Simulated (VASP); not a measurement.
# ZnAg3 (Pm-3m) in VASP: notebook

Runs on ZnAg3. Level: LDA. Tasks: single point.

Program: VASP 6.6.1. These are calculated values, not measurements. Logs are shortened: lines on timing, memory, paths and dates and some standing lists are left out, and cuts for length are marked.

### Step 1. The cell of the first run

It takes space group Pm-3m (No. 221, cubic). The conventional cell has a = 4.041 Å, b = 4.041 Å, c = 4.041 Å, α = 90.00°, β = 90.00°, γ = 90.00°. Within 3.8 Å of Zn (site symmetry m-3m) lie 12 Ag at 2.86 Å. Within 3.8 Å of Ag (site symmetry 4/mmm) lie 4 Zn at 2.86 Å and 8 Ag at 2.86 Å.

### Step 2. Single point, LDA

The input, INCAR:

```
PREC     = Accurate       # precision mode
ENCUT    = 520            # plane-wave cutoff, eV
EDIFF    = 1E-7           # SCF threshold, eV
ISMEAR   = -1             # smearing method
SIGMA    = 0.05           # smearing width, eV
LREAL    = False          # projectors in reciprocal space
LASPH    = True           # aspherical terms in the spheres
NELM     = 80             # most SCF steps
ALGO     = Normal         # electronic algorithm
ISIF     = 2              # what is computed and relaxed
LWAVE    = False          # write WAVECAR
LCHARG   = False          # write CHGCAR
GGA      = CA             # functional
NBANDS   = 30             # bands
```

The input, KPOINTS:

```
Automatic mesh
0
Gamma
  5 5 5
```

The input, POSCAR:

```
ZnAg3
1.0
    4.0413130000      0.0000000000      0.0000000000
    0.0000000000      4.0413130000      0.0000000000
    0.0000000000      0.0000000000      4.0413130000
Zn Ag
1 3
Direct
    0.0000000000      0.0000000000      0.0000000000
    0.0000000000      0.5000000000      0.5000000000
    0.5000000000      0.0000000000      0.5000000000
    0.5000000000      0.5000000000      0.0000000000
```

Potentials or basis: VASP PAW LDA potentials, release 64 (Zn, Ag).

Launch:

```bash
cat potpaw_LDA.64/Zn/POTCAR potpaw_LDA.64/Ag/POTCAR > POTCAR
mpirun -np 1 vasp_std > vasp.out
```

OUTCAR:

```text
PREC = Accurate
   ENCUT = 520
   EDIFF = 1E-7
   ISMEAR = -1
   LREAL = False
   LASPH = True
   NELM = 80
   ISIF = 2
   GGA = CA

 ion  position               nearest neighbor table
   1  0.000  0.000  0.000-   2 2.86   3 2.86   4 2.86   2 2.86   3 2.86   2 2.86   4 2.86   2 2.86
                             3 2.86   4 2.86   3 2.86   4 2.86
   2  0.000  0.500  0.500-   1 2.86   3 2.86   4 2.86   1 2.86   4 2.86   1 2.86   3 2.86   1 2.86
                             3 2.86   4 2.86   4 2.86   3 2.86
   3  0.500  0.000  0.500-   1 2.86   2 2.86   4 2.86   1 2.86   4 2.86   2 2.86   4 2.86   4 2.86
                             1 2.86   2 2.86   1 2.86   2 2.86
   4  0.500  0.500  0.000-   1 2.86   2 2.86   3 2.86   2 2.86   3 2.86   1 2.86   3 2.86   3 2.86
                             1 2.86   2 2.86   2 2.86   1 2.86

  LATTYP: Found a simple cubic cell.
 ALAT       =     4.0413130000

  Lattice vectors:

 A1 = (   4.0413130000,   0.0000000000,   0.0000000000)
 A2 = (   0.0000000000,   4.0413130000,   0.0000000000)
 A3 = (   0.0000000000,   0.0000000000,   4.0413130000)

Analysis of symmetry for initial positions (statically):
=====================================================================
 Subroutine PRICEL returns:
 Original cell was already a primitive cell.

 Routine SETGRP: Setting up the symmetry group for a
 simple cubic supercell.

 Subroutine GETGRP returns: Found 48 space group operations
[... 9 lines left out ...]

 Routine SETGRP: Setting up the symmetry group for a
 simple cubic supercell.

 Subroutine GETGRP returns: Found 48 space group operations
[... 11 lines left out ...]
                                     Primitive cell

  volume of cell :      66.0036

  direct lattice vectors                    reciprocal lattice vectors
     4.041313000  0.000000000  0.000000000     0.247444333  0.000000000  0.000000000
     0.000000000  4.041313000  0.000000000     0.000000000  0.247444333  0.000000000
     0.000000000  0.000000000  4.041313000     0.000000000  0.000000000  0.247444333

  length of vectors
     4.041313000  4.041313000  4.041313000     0.247444333  0.247444333  0.247444333

  position of ions in fractional coordinates (direct lattice)
     0.000000000  0.000000000  0.000000000
     0.000000000  0.500000000  0.500000000
     0.500000000  0.000000000  0.500000000
     0.500000000  0.500000000  0.000000000

  ion indices of the primitive-cell ions
   primitive index   ion index
[... 56 lines left out ...]
   LNONCOLLINEAR =      F non collinear calculations
   LSORBIT =      F    spin-orbit coupling
   LASPH  =      T    aspherical Exc in radial PAW
   ENCUT  =  520.0 eV  38.22 Ry    6.18 a.u.   7.51  7.51  7.51*2*pi/ulx,y,z
   NELM   =     80;   NELMIN=  2; NELMDL= -5     # of ELM steps
   EDIFF  = 0.1E-06   stopping-criterion for ELM
   LREAL  =      F    real-space projection
   EDIFFG = 0.1E-05   stopping-criterion for IOM
   NSW    =      0    number of steps for IOM
   IBRION =     -1    ionic relax: 0-MD 1-quasi-New 2-CG
   NFREE  =      0    steps in history (QN), initial steepest desc. (CG)
   ISIF   =      2    stress and relaxation
   ISYM   =      2    0-nonsym 1-usesym 2-fastsym
   POTIM  = 0.5000    time-step for ionic-motion
   TEBEG  =    0.0;   TEEND  =   0.0 temperature during run
   PSTRESS=    0.0 pullay stress
   NELECT =      45.0000    total number of electrons
   NUPDOWN=      -1.0000    fix difference up-down
   EMIN   =  10.00;   EMAX   =-10.00  energy-range for DOS
   EFERMI =   0.00;   METHOD = LEGACY
   ISMEAR =    -1;   SIGMA  =   0.05  broadening in eV -4-tet -1-fermi 0-gaus
   EFERMI_NEDOS =   21; number of points for ismear=-14 and -15
   IALGO  =     38    algorithm
   IMIX   =      4    mixing-type and parameters
     AMIX     =   0.40;   BMIX     =  1.00
     AMIX_MAG =   1.60;   BMIX_MAG =  1.00
  volume/ion in A,a.u.               =      16.50       111.35
  Fermi-wavevector in a.u.,A,eV,Ry     =   1.440865  2.722839 28.246931  2.076091
  Thomas-Fermi vector in A             =   2.559561
   LORBIT       =      0    0 simple, 1 ext, 2 COOP (PROOUT), +10 PAW based schemes
   GGA     = CA    functional components
   LHFCALC =     F    Hartree Fock is set to
   AEXX    =    0.0000 exact exchange contribution
   IVDW    =     0    specifies the selected vdW correction
   LEPSILON=     F    determine dielectric tensor
   LRPA    =     F    only Hartree local field effects (RPA)
 non-spin polarized calculation
  energy-cutoff  :      520.00
  volume of cell :       66.00
 maximum number of plane-waves:      1795
 NGX is ok and might be reduce to    30
   NGX = 15   NGY = 15   NGZ = 15

 number of electron      44.9999990 magnetization

 Free energy of the ion-electron system (eV)
  ---------------------------------------------------
  ext. energy  EPLUGINS =         0.00000000
  ---------------------------------------------------
  free energy    TOTEN  =       -13.35451483 eV

  energy without entropy =      -13.35257588  energy(sigma->0) =      -13.35354536

 E-fermi :   7.1010     XC(G=0): -12.4613

 val. band max:        6.9322393794   @ k =   0.2000   0.2000   0.0000
 cond. band min:       7.4699905124   @ k =   0.2000   0.2000   0.2000
 fundamental gap:      0.5377511329
 Fermi energy:         7.1010019544

 k-point     1 :       0.0000    0.0000    0.0000
  band No.  band energies     occupation
      1      -1.5443      2.00000
      2      -0.4881      2.00000
      3      -0.4881      2.00000
      4      -0.3803      2.00000
      5      -0.3803      2.00000
      6      -0.3803      2.00000
[... 319 lines left out ...]
     29      20.7652      0.00000
     30      21.0286      0.00000

------------------------ aborting loop because EDIFF is reached ----------------------------------------

  FORCE on cell =-STRESS in cart. coord.  units (eV):
  Direction    XX          YY          ZZ          XY          YZ          ZX
  --------------------------------------------------------------------------------------
  -------------------------------------------------------------------------------------
  Total       -3.2972159     -3.2972159     -3.2972159      0.0000000      0.0000000     -0.0000000
  in kB      -80.0369459    -80.0369459    -80.0369459      0.0000000      0.0000000     -0.0000000
  external PRESSURE =     -80.0369459 kB  Pullay stress =       0.0000000 kB

 VOLUME and BASIS-vectors are now :
 -----------------------------------------------------------------------------
  energy-cutoff  :      520.00
  volume of cell :       66.00
      direct lattice vectors                 reciprocal lattice vectors
     4.041313000  0.000000000  0.000000000     0.247444333  0.000000000  0.000000000
     0.000000000  4.041313000  0.000000000     0.000000000  0.247444333  0.000000000
     0.000000000  0.000000000  4.041313000     0.000000000  0.000000000  0.247444333

 POSITION                                       TOTAL-FORCE (eV/Angst)
 -----------------------------------------------------------------------------------
      0.00000      0.00000      0.00000         0.000000      0.000000      0.000000
      0.00000      2.02066      2.02066         0.000000      0.000000      0.000000
      2.02066      0.00000      2.02066         0.000000      0.000000      0.000000
      2.02066      2.02066      0.00000         0.000000      0.000000      0.000000
 -----------------------------------------------------------------------------------
    total drift:                                0.000000      0.000000     -0.000000

  FREE ENERGIE OF THE ION-ELECTRON SYSTEM (eV)
  ---------------------------------------------------
  free  energy   TOTEN  =       -13.3545148347 eV

  energy  without entropy=      -13.3525758797  energy(sigma->0) =      -13.35354536
```

Wall time 16 s (1 thread of Intel Xeon Platinum 8488C (Sapphire Rapids), shared host); peak memory 0.15 GiB.

Results:

| Quantity | Value |
| --- | --- |
| Free energy | -13.3545 eV |
| Pressure | -8.0 GPa |

Levels at points of the mesh, in eV from the Fermi level:
```csv
k point,band 18,band 19,band 20,band 21,band 22,band 23,band 24,band 25,band 26,band 27
"(0.00, 0.00, 0.00)",-3.18,-2.90,-2.90,-2.90,0.72,0.72,0.72,4.30,5.89,5.89
```

### Step 3. Single point, LDA

The input, INCAR:

```
SYSTEM = ZnAg3
ALGO = Normal ; EDIFF = 1E-6
ENCUT = 520 ; ISIF = 2
ISMEAR = -1 ; LASPH = .True.
LCHARG = .False. ; LREAL = .False.
LWAVE = .False. ; NBANDS = 30
NELM = 80 ; PREC = Accurate
SIGMA = 0.05
```

The input, KPOINTS:

```
k-points
0
Gamma
  5 5 5
  0 0 0
```

POSCAR is that of step 2.

Potentials or basis: VASP PAW LDA potentials, release 64 (Zn, Ag).

Launch:

```bash
cat potpaw_LDA.64/Zn/POTCAR potpaw_LDA.64/Ag/POTCAR > POTCAR
mpirun -np 1 vasp_std > vasp.out
```

It took 11 s on 1 thread of Intel Xeon Platinum 8488C (Sapphire Rapids), shared host; peak memory 0.15 GiB.

Results (log left out):

```yaml
Free_energy: -13.3545 eV
Pressure: -8.1 GPa
```

Levels at points of the mesh, in eV from the Fermi level:
```tsv
k point	band 20	band 21	band 22	band 23	band 24	band 25
(0.00, 0.00, 0.00)	-2.90	-2.90	0.72	0.72	0.72	4.30
```
